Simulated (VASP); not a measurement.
Set up this calculation in VASP 6.6.1, as the native input.

- Task: single point
- Functional: PBEsol
- Potentials or basis: VASP PAW PBE potentials, release 64 (Co, O)
- Cutoff: 520 eV
- k mesh: 16 × 16 × 16
- Occupations: fermi-dirac, width 0.05 eV
- Spin: collinear spin, ferromagnetic start
- Starting moments: [2.0, 0.0] μB
- Dipole correction: no
- Further INCAR settings: ALGO = Normal; EDIFF = 1e-06; NBANDS = 18

The structure of CoO lies in POSCAR:

```
CoO
1.0
    0.0000000000      2.1456163054      2.1456163054
    2.1456163054      0.0000000000      2.1456163054
    2.1456163054      2.1456163054      0.0000000000
Co O
1 1
Direct
    0.0000000000      0.0000000000      0.0000000000
    0.5000000000      0.5000000000      0.5000000000
```

This cell differs from its parent crystal: volume scaled by 1.02.

The input as run:

INCAR

```
SYSTEM = CoO
  PREC = Accurate
  ENCUT = 520
  EDIFF = 1E-6
  ISMEAR = -1
  SIGMA = 0.05
  LREAL = .False.
  LASPH = .True.
  NELM = 150
  ALGO = Normal
  ISIF = 2
  LWAVE = .False.
  LCHARG = .False.
  ISPIN = 2
  MAGMOM = 2 0
  LORBIT = 11
  LMAXMIX = 4
  GGA = PS
  NBANDS = 18
```

KPOINTS

```
Automatic mesh
0
Gamma
  16 16 16
  0 0 0
```

Potentials or basis: VASP PAW PBE potentials, release 64 (Co, O).

Launch:

```bash
$ cat potpaw_PBE.64/Co/POTCAR potpaw_PBE.64/O/POTCAR > POTCAR
$ mpirun -np 1 vasp_std > vasp.out
```

It gave:

| Property | Result |
| --- | --- |
| Pressure | -14.3 GPa |
| Band gap on the k mesh | zero (filled and empty bands overlap) |
| Net moment | 2.97 μB per cell |
| Site moments | Co +2.59; O +0.32 μB |
| Valence electrons inside the program's atomic spheres | Co 7.76; O 4.94 |

Caveat: the PAW data sets were made with another functional, which shifts forces and pressure a little; a cell with one magnetic atom can't hold antiferromagnetic order, which such compounds often take; semilocal functionals often make such compounds metallic where correlation or magnetic order opens a gap, which also shifts bond lengths.

It took 34 s on 1 thread of Intel(R) Xeon(R) 6975P-C (Granite Rapids) (shared host), peak memory 0.2 GiB.
